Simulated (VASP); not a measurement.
Wanted: the native input for a VASP 6.6.1 run.

- Task: single point
- Functional: PBE
- Potentials or basis: VASP PAW PBE potentials, release 64 (Mg, O)
- Cutoff: 520 eV
- k mesh: 8 × 8 × 8
- Occupations: fermi-dirac, width 0.1 eV
- Spin: no spin polarisation
- Dipole correction: no
- Further INCAR settings: ALGO = Normal; EDIFF = 1e-06; NBANDS = 11

The structure of MgO lies in POSCAR:

```
MgO
1.0
    0.0000000000      2.1782000000      2.1782000000
    2.1782000000      0.0000000000      2.1782000000
    2.1782000000      2.1782000000      0.0000000000
Mg O
1 1
Direct
    0.0000000000      0.0000000000      0.0000000000
    0.5000000000      0.5000000000      0.5000000000
```

These files were run (other wordings do the same):

INCAR

```
PREC = Accurate
ENCUT = 520
EDIFF = 1E-6
ISMEAR = -1
SIGMA = 0.1
LREAL = False
LASPH = True
NELM = 100
ALGO = Normal
ISIF = 2
LWAVE = False
LCHARG = False
GGA = PE
NBANDS = 11
```

KPOINTS

```
regular mesh
0
Gamma
  8 8 8
```

Potentials or basis: VASP PAW PBE potentials, release 64 (Mg, O).

Command:

```bash
$ cat potpaw_PBE.64/Mg/POTCAR potpaw_PBE.64/O/POTCAR > POTCAR
$ mpirun -np 1 vasp_std > vasp.out
```

It gave:

```yaml
Pressure: -9.9 GPa
Band_gap_on_the_k_mesh: 3.80 eV, direct
```

It took 2.9 s on 1 thread of Intel(R) Xeon(R) 6975P-C (Granite Rapids), on a shared host, peak memory 0.13 GiB.
